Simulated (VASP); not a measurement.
HgTe (Coloradoite):

```
CELL_PARAMETERS angstrom
0.00000 3.25680 3.25680
3.25680 0.00000 3.25680
3.25680 3.25680 0.00000
ATOMIC_POSITIONS crystal
Hg 0.00000 0.00000 0.00000
Te 0.75000 0.75000 0.75000
```

Base run:

- Program: VASP 6.6.1
- Functional: revPBE
- Potentials or basis: VASP PAW PBE potentials, release 64 (Hg, Te)
- Cutoff: 520 eV
- k mesh: 7 × 7 × 7
- Occupations: fermi-dirac, width 0.05 eV
- Spin: no spin polarisation

Its results: band gap on the k mesh zero (filled and empty bands touch); pressure 3.8 GPa.

Problem. The run is repeated on the same cell with these changes: functional from revPBE to BLYP. What comes out?

Solution. Band gap on the k mesh zero (filled and empty bands touch); pressure 5.9 GPa.

Caveats: the PAW data sets were made with another functional, which shifts forces and pressure a little; spin-orbit coupling is left out, which moves the levels of the heavy elements.
